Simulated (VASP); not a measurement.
Here is a VASP 6.6.1 calculation.

INCAR

```
SYSTEM = TiAl3
PREC = Accurate
ENCUT = 520
EDIFF = 1E-6
ISMEAR = 0
SIGMA = 0.15
LREAL = .FALSE.
LASPH = .TRUE.
NELM = 60
ALGO = Fast
ISIF = 2
LWAVE = .FALSE.
LCHARG = .TRUE.
GGA = CA
LELF = .TRUE.
LVHAR = .TRUE.
NBANDS = 18
```

The input KPOINTS:

```
regular mesh
0
G
  14 14 14
  0 0 0
```

Contents of POSCAR:

```
TiAl3
1.0
   -1.6815132497      2.0278294055      4.2417642881
    1.6815132497     -2.0278294055      4.2417642881
    1.6815132497      2.0278294055     -4.2417642881
Ti Al
1 3
Direct
    0.0000000000      0.0000000000      0.0000000000
    0.5000000000      0.5000000000      0.0000000000
    0.7500000000      0.2500000000      0.5000000000
    0.2500000000      0.7500000000      0.5000000000
```

Potentials or basis: VASP PAW LDA potentials, release 64 (Ti_sv, Al).

Launch:

```bash
$ cat potpaw_LDA.64/Ti_sv/POTCAR potpaw_LDA.64/Al/POTCAR > POTCAR
$ mpirun -np 1 vasp_std > vasp.out
```

Q: Predict the pressure.

A: 6.3 GPa.

Q: What does it give for the largest force?

A: 0.154 eV/Å.

Q: What does it give for the band gap on the k mesh?

A: Zero (an odd number of electrons rules out a gap without spin polarisation).

Stress tensor (GPa, compression positive):
```
13.44  0.00  0.00
 0.00 -2.61  0.00
 0.00  0.00  8.10
```

Caveat: the cell differs from its parent crystal (normal strain along x -0.1100, normal strain along y +0.0733); the cell stands under pressure.
